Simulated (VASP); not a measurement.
A run of VASP 6.6.1:

POSCAR

```
ZnS
1.0
    0.0000000000      2.6581432320      2.6581432320
    2.6581432320      0.0000000000      2.6581432320
    2.6581432320      2.6581432320      0.0000000000
Zn S
1 1
Direct
    0.0000000000      0.0000000000      0.0000000000
    0.7500000000      0.7500000000      0.7500000000
```

The input INCAR.step1:

```
SYSTEM = ZnS
ALGO = Normal
EDIFF = 1E-4
ENCUT = 520
GGA = PE
ISMEAR = 0
LASPH = .True.
LCHARG = .False.
LREAL = .False.
LWAVE = .True.
NBANDS = 16
NELM = 80
PREC = Accurate
SIGMA = 0.05
```

Contents of INCAR.step2:

```
SYSTEM = ZnS
ALGO = Normal
EDIFF = 1E-6
ENCUT = 520
ISIF = 2
ISMEAR = 0
ISTART = 1
LASPH = .True.
LCHARG = .False.
LMIXTAU = .True.
LREAL = .False.
LWAVE = .False.
METAGGA = R2SCAN
NBANDS = 16
NELM = 80
PREC = Accurate
SIGMA = 0.05
```

The input KPOINTS:

```
k-points
0
Gamma
  8 8 8
  0 0 0
```

Potentials or basis: VASP PAW PBE potentials, release 64 (Zn, S).

Run with:

```console
$ cat potpaw_PBE.64/Zn/POTCAR potpaw_PBE.64/S/POTCAR > POTCAR
$ cp INCAR.step1 INCAR
$ mpirun -np 1 vasp_std > vasp.out
$ cp INCAR.step2 INCAR
$ mpirun -np 1 vasp_std > vasp.out
```

Hardware: 1 thread of Intel(R) Xeon(R) 6975P-C (Granite Rapids), on a shared host.

Task: Estimate the wall time of this run.

Result: It took 33 s on 1 thread of Intel(R) Xeon(R) 6975P-C (Granite Rapids), with other jobs on the host, peak memory 0.16 GiB. Counts: k points 29.
